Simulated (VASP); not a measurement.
# HC18Cl in VASP: notebook

Runs on HC18Cl. Level: PBE+D3(BJ). Tasks: single point.

Program: VASP 6.6.1. These are calculated values, not measurements. Logs are shortened: lines on timing, memory, paths and dates and some standing lists are left out, and cuts for length are marked.

### Step 1. The cell of the first run

The cell holds a slab with vacuum, 20 atoms: a = 7.398 Å, b = 7.398 Å, c = 11.000 Å, α = 90.00°, β = 90.00°, γ = 120.00°.

### Step 2. Single point, PBE+D3(BJ)

INCAR reads:

```
SYSTEM = HC18Cl
PREC = Accurate ; ENCUT = 520
EDIFF = 1E-6 ; ISMEAR = -1
SIGMA = 0.02 ; LREAL = Auto
LASPH = .TRUE. ; NELM = 80
ALGO = Normal ; ISIF = 2
LWAVE = .FALSE. ; LCHARG = .TRUE.
GGA = PE ; IVDW = 12
LELF = .TRUE. ; LVHAR = .TRUE.
NBANDS = 56
```

KPOINTS reads:

```
regular mesh
0
G
  2 2 1
  0 0 0
```

POSCAR reads:

```
HC18Cl
1.0
    7.3980000000      0.0000000000      0.0000000000
   -3.6990000000      6.4068560000      0.0000000000
    0.0000000000      0.0000000000     11.0000000000
C Cl H
18 1 1
Direct
   -0.0034052003     -0.0061477892      0.0891488182
    0.2214825770      0.1063339023      0.0891327273
   -0.0016585192      0.3294007232      0.0889580000
    0.2198943206      0.4402441697      0.0888918182
   -0.0011311463      0.6613302999      0.0887323636
    0.2191675216      0.7713244999      0.0888655455
    0.3316444346     -0.0037703360      0.0891415455
    0.5529696750      0.1068304017      0.0892239091
    0.3321521345      0.3276667994      0.0891057273
    0.5524767377      0.4379361734      0.0891282727
    0.3298760637      0.6605409892      0.0889106364
    0.5547760721      0.7729752315      0.0891731818
    0.6653955698     -0.0057046701      0.0892528182
    0.8857067707      0.1043273019      0.0891913636
    0.6630052557      0.3271348693      0.0890672727
    0.8880461493      0.4398360132      0.0887413636
    0.6649412720      0.6628411814      0.0891200000
    0.8862650836      0.7735285450      0.0890244545
    1.0119280459      0.4568966432      0.4112571818
    0.9821878341      0.4154373065      0.2959330000
```

Potentials or basis: VASP PAW PBE potentials, release 64 (C, Cl, H).

Command:

```
> cat potpaw_PBE.64/C/POTCAR potpaw_PBE.64/Cl/POTCAR potpaw_PBE.64/H/POTCAR > POTCAR
> mpirun -np 1 vasp_std > vasp.out
```

OUTCAR:

```text
SYSTEM = HC18Cl
   PREC = Accurate
   ENCUT = 520
   EDIFF = 1E-6
   ISMEAR = -1
   LREAL = Auto
   LASPH = .TRUE.
   NELM = 80
   ISIF = 2
   GGA = PE
   IVDW = 12
 IVDW          = 12

 ion  position               nearest neighbor table
   1  0.997  0.994  0.089-  18 1.41  14 1.42   2 1.44
   2  0.221  0.106  0.089-   7 1.41   9 1.42   1 1.44
   3  0.998  0.329  0.089-  16 1.41   4 1.42  14 1.44
   4  0.220  0.440  0.089-  11 1.41   3 1.42   9 1.44
   5  0.999  0.661  0.089-   6 1.41  16 1.42  18 1.44
   6  0.219  0.771  0.089-   5 1.41  11 1.42   7 1.44
[... 10 lines left out ...]
  17  0.665  0.663  0.089-  12 1.41  18 1.42  10 1.44
  18  0.886  0.774  0.089-   1 1.41  17 1.42   5 1.44
  19  0.012  0.457  0.411-  20 1.30
  20  0.982  0.415  0.296-  19 1.30

  LATTYP: Found a hexagonal cell.
 ALAT       =     7.3980000000
 C/A-ratio  =     1.4868883482

  Lattice vectors:

 A1 = (   7.3980000000,   0.0000000000,   0.0000000000)
 A2 = (  -3.6990000000,   6.4068560000,   0.0000000000)
 A3 = (   0.0000000000,   0.0000000000,  11.0000000000)

Analysis of symmetry for initial positions (statically):
=====================================================================
 Subroutine PRICEL returns:
 Original cell was already a primitive cell.

 Routine SETGRP: Setting up the symmetry group for a
 hexagonal supercell.

 Subroutine GETGRP returns: Found  1 space group operations
 (whereof  1 operations were pure point group operations)
 out of a pool of 24 trial point group operations.

The static configuration has the point symmetry C_1 .

Analysis of symmetry for dynamics (positions and initial velocities):
=====================================================================
 Subroutine PRICEL returns:
 Original cell was already a primitive cell.

 Routine SETGRP: Setting up the symmetry group for a
 hexagonal supercell.

 Subroutine GETGRP returns: Found  1 space group operations
 (whereof  1 operations were pure point group operations)
 out of a pool of 24 trial point group operations.

The dynamic configuration has the point symmetry C_1 .

 Subroutine INISYM returns: Found  1 space group operations
 (whereof  1 operations are pure point group operations),
 and found     1 'primitive' translations

----------------------------------------------------------------------------------------

                                     Primitive cell

  volume of cell :     521.3771

  direct lattice vectors                    reciprocal lattice vectors
     7.398000000  0.000000000  0.000000000     0.135171668  0.078041398  0.000000000
    -3.699000000  6.406856000  0.000000000     0.000000000  0.156082796  0.000000000
     0.000000000  0.000000000 11.000000000     0.000000000  0.000000000  0.090909091

  length of vectors
     7.398000000  7.398000054 11.000000000     0.156082797  0.156082796  0.090909091

  position of ions in fractional coordinates (direct lattice)
     0.996594800  0.993852211  0.089148818
     0.221482577  0.106333902  0.089132727
     0.998341481  0.329400723  0.088958000
     0.219894321  0.440244170  0.088891818
     0.998868854  0.661330300  0.088732364
     0.219167522  0.771324500  0.088865545
[... 12 lines left out ...]
     0.011928046  0.456896643  0.411257182
     0.982187834  0.415437307  0.295933000

  ion indices of the primitive-cell ions
   primitive index   ion index
                 1           1
                 2           2
                 3           3
                 4           4
                 5           5
                 6           6
[... 12 lines left out ...]
                19          19
                20          20

----------------------------------------------------------------------------------------

 KPOINTS: regular mesh

Automatic generation of k-mesh.
 Grid dimensions read from file:
 generate k-points for:    2    2    1

 Generating k-lattice:

  Cartesian coordinates                     Fractional coordinates (reciprocal lattice)
     0.067585834  0.039020699  0.000000000     0.500000000 -0.000000000  0.000000000
     0.000000000  0.078041398  0.000000000     0.000000000  0.500000000  0.000000000
     0.000000000  0.000000000  0.090909091     0.000000000  0.000000000  1.000000000

  Length of vectors
     0.078041399  0.078041398  0.090909091

  Shift w.r.t. Gamma in fractional coordinates (k-lattice)
     0.000000000  0.000000000  0.000000000

 Subroutine IBZKPT returns following result:
 ===========================================

 Found      4 irreducible k-points:

 Following reciprocal coordinates:
            Coordinates               Weight
  0.000000  0.000000  0.000000      1.000000
  0.500000 -0.000000  0.000000      1.000000
  0.000000  0.500000  0.000000      1.000000
  0.500000  0.500000  0.000000      1.000000
   k-points           NKPTS =      4   k-points in BZ     NKDIM =      4   number of bands    NBANDS=     56
   number of dos      NEDOS =    301   number of ions     NIONS =     20
   total plane-waves  NPLWV = 263424
   dimension x,y,z NGX =    56 NGY =   56 NGZ =   84
   dimension x,y,z NGXF=   112 NGYF=  112 NGZF=  168
   ions per type =              18   1   1
   NGX,Y,Z   is equivalent  to a cutoff of  12.58, 12.58, 12.70 a.u.
   NGXF,Y,Z  is equivalent  to a cutoff of  25.17, 25.17, 25.39 a.u.
 SYSTEM =  HC18Cl
   PREC   = accura    normal or accurate (medium, high low for compatibility)
   ISTART =      0    job   : 0-new  1-cont  2-samecut
   ICHARG =      2    charge: 1-file 2-atom 10-const
   ISPIN  =      1    spin polarized calculation?
   LNONCOLLINEAR =      F non collinear calculations
   LSORBIT =      F    spin-orbit coupling
   LASPH  =      T    aspherical Exc in radial PAW
   ENCUT  =  520.0 eV  38.22 Ry    6.18 a.u.  13.76 13.76 20.45*2*pi/ulx,y,z
   NELM   =     80;   NELMIN=  2; NELMDL= -5     # of ELM steps
   EDIFF  = 0.1E-05   stopping-criterion for ELM
   LREAL  =      T    real-space projection
   EDIFFG = 0.1E-04   stopping-criterion for IOM
   NSW    =      0    number of steps for IOM
   IBRION =     -1    ionic relax: 0-MD 1-quasi-New 2-CG
   NFREE  =      0    steps in history (QN), initial steepest desc. (CG)
   ISIF   =      2    stress and relaxation
   ISYM   =      2    0-nonsym 1-usesym 2-fastsym
   POTIM  = 0.5000    time-step for ionic-motion
   TEBEG  =    0.0;   TEEND  =   0.0 temperature during run
   PSTRESS=    0.0 pullay stress
   NELECT =      80.0000    total number of electrons
   NUPDOWN=      -1.0000    fix difference up-down
   EMIN   =  10.00;   EMAX   =-10.00  energy-range for DOS
   EFERMI =   0.00;   METHOD = LEGACY
   ISMEAR =    -1;   SIGMA  =   0.02  broadening in eV -4-tet -1-fermi 0-gaus
   EFERMI_NEDOS =   21; number of points for ismear=-14 and -15
   IALGO  =     38    algorithm
   IMIX   =      4    mixing-type and parameters
     AMIX     =   0.40;   BMIX     =  1.00
     AMIX_MAG =   1.60;   BMIX_MAG =  1.00
  volume/ion in A,a.u.               =      26.07       175.92
  Fermi-wavevector in a.u.,A,eV,Ry     =   0.876437  1.656226 10.451210  0.768142
  Thomas-Fermi vector in A             =   1.996247
   LORBIT       =      0    0 simple, 1 ext, 2 COOP (PROOUT), +10 PAW based schemes
   GGA     = PE    functional components
   LHFCALC =     F    Hartree Fock is set to
   AEXX    =    0.0000 exact exchange contribution
   IVDW    =    12    specifies the selected vdW correction
   LEPSILON=     F    determine dielectric tensor
   LRPA    =     F    only Hartree local field effects (RPA)
 non-spin polarized calculation
  energy-cutoff  :      520.00
  volume of cell :      521.38
 maximum number of plane-waves:     14099
 NGX is ok and might be reduce to    56
   NGX = 27   NGY = 27   NGZ = 41

 number of electron      79.9999996 magnetization

 Free energy of the ion-electron system (eV)
  ---------------------------------------------------
  ext. energy  EPLUGINS =         0.00000000
  ---------------------------------------------------
  free energy    TOTEN  =      -171.73940941 eV

  energy without entropy =     -171.73853069  energy(sigma->0) =     -171.73897005

 E-fermi :  -1.4259     XC(G=0):  -4.6278

 val. band max:       -1.5294138142   @ k =   0.0000   0.0000   0.0000
 cond. band min:      -1.3180616885   @ k =   0.0000   0.0000   0.0000
 fundamental gap:      0.2113521257
 Fermi energy:        -1.4259413140

 k-point     1 :       0.0000    0.0000    0.0000
  band No.  band energies     occupation
      1     -20.9497      2.00000
      2     -18.4800      2.00000
      3     -18.4357      2.00000
      4     -18.3519      2.00000
      5     -18.3286      2.00000
      6     -18.3037      2.00000
[... 44 lines left out ...]
     51       3.7097      0.00000
     52       4.0190      0.00000

 k-point     2 :       0.5000   -0.0000    0.0000
  band No.  band energies     occupation
      1     -20.3104      2.00000
      2     -20.2812      2.00000
      3     -19.0523      2.00000
      4     -18.9534      2.00000
      5     -17.7647      2.00000
      6     -16.5627      2.00000
[... 44 lines left out ...]
     51       4.6063      0.00000
     52       4.6582      0.00000

 k-point     3 :       0.0000    0.5000    0.0000
  band No.  band energies     occupation
      1     -20.3105      2.00000
      2     -20.2812      2.00000
      3     -19.0526      2.00000
      4     -18.9531      2.00000
      5     -17.7647      2.00000
      6     -16.5632      2.00000
[... 44 lines left out ...]
     51       4.6059      0.00000
     52       4.6563      0.00000

 k-point     4 :       0.5000    0.5000    0.0000
  band No.  band energies     occupation
      1     -20.3098      2.00000
      2     -20.2819      2.00000
      3     -19.0472      2.00000
      4     -18.9591      2.00000
      5     -17.7643      2.00000
      6     -16.5583      2.00000
[... 44 lines left out ...]
     51       4.6039      0.00000
     52       4.6596      0.00000
 [bands above 52 left out]

------------------------ aborting loop because EDIFF is reached ----------------------------------------

 Edisp (eV)   -1.77502

 E8    (eV) :    -0.5432

  FORCE on cell =-STRESS in cart. coord.  units (eV):
  Direction    XX          YY          ZZ          XY          YZ          ZX
  --------------------------------------------------------------------------------------
  -------------------------------------------------------------------------------------
  Total       1.10955     1.11053    -0.38015    -0.01016    -0.03799     0.00214
  in kB       3.40961     3.41262    -1.16820    -0.03123    -0.11673     0.00656
  external pressure =        1.88 kB  Pullay stress =        0.00 kB

 VOLUME and BASIS-vectors are now :
 -----------------------------------------------------------------------------
  energy-cutoff  :      520.00
  volume of cell :      521.38
      direct lattice vectors                 reciprocal lattice vectors
     7.398000000  0.000000000  0.000000000     0.135171668  0.078041398  0.000000000
    -3.699000000  6.406856000  0.000000000     0.000000000  0.156082796  0.000000000
     0.000000000  0.000000000 11.000000000     0.000000000  0.000000000  0.090909091

 POSITION                                       TOTAL-FORCE (eV/Angst)
 -----------------------------------------------------------------------------------
      3.69655      6.36747      0.98064         0.014072      0.009544      0.000248
      1.24520      0.68127      0.98046        -0.017019     -0.009545      0.002686
      6.16728      2.11042      0.97854        -0.001538     -0.019782     -0.000034
     -0.00168      2.82058      0.97781         0.030221     -0.015076     -0.004461
      4.94337      4.23705      0.97606        -0.026946      0.012951     -0.006620
     -1.23173      4.94177      0.97752        -0.003821      0.028715      0.002517
[... 12 lines left out ...]
     -1.60182      2.92727      4.52383        -0.004800     -0.031916     -0.153923
      5.72952      2.66165      3.25526         0.007633      0.033799      0.159605
 -----------------------------------------------------------------------------------
    total drift:                               -0.003865     -0.004497     -0.000202

  FREE ENERGIE OF THE ION-ELECTRON SYSTEM (eV)
  ---------------------------------------------------
  free  energy   TOTEN  =      -173.5144284261 eV

  energy  without entropy=     -173.5135497087  energy(sigma->0) =     -173.51398907
```

Run time: 2.3 min. Hardware: 1 thread of Intel Xeon 6975P-C (Granite Rapids), shared host; peak memory 0.64 GiB.

Results:

```
Free energy                : -173.5144 eV
Largest force              : 0.163 eV/Å
Band gap on the k mesh     : 0.21 eV, direct
Dispersion energy per atom : -0.089 eV
```

Forces in eV/Å, atoms in the order of the input:
```
C    0.014  0.010  0.000
C   -0.017 -0.010  0.003
C   -0.002 -0.020  0.000
C    0.030 -0.015 -0.004
C   -0.027  0.013 -0.007
C   -0.004  0.029  0.003
C   -0.003 -0.041  0.003
C    0.037 -0.008 -0.004
C   -0.028  0.030  0.004
C   -0.012  0.027 -0.001
C    0.035  0.014  0.002
C   -0.027 -0.034  0.002
C   -0.026  0.028 -0.002
C   -0.001  0.039 -0.009
C    0.037  0.006 -0.009
C   -0.024 -0.034  0.009
C   -0.017 -0.031  0.005
C    0.033 -0.003 -0.001
Cl  -0.005 -0.032 -0.154
H    0.008  0.034  0.160
```

Caveat: the k points lie up to 0.49 Å⁻¹ apart.

[end of part 1 of 2]
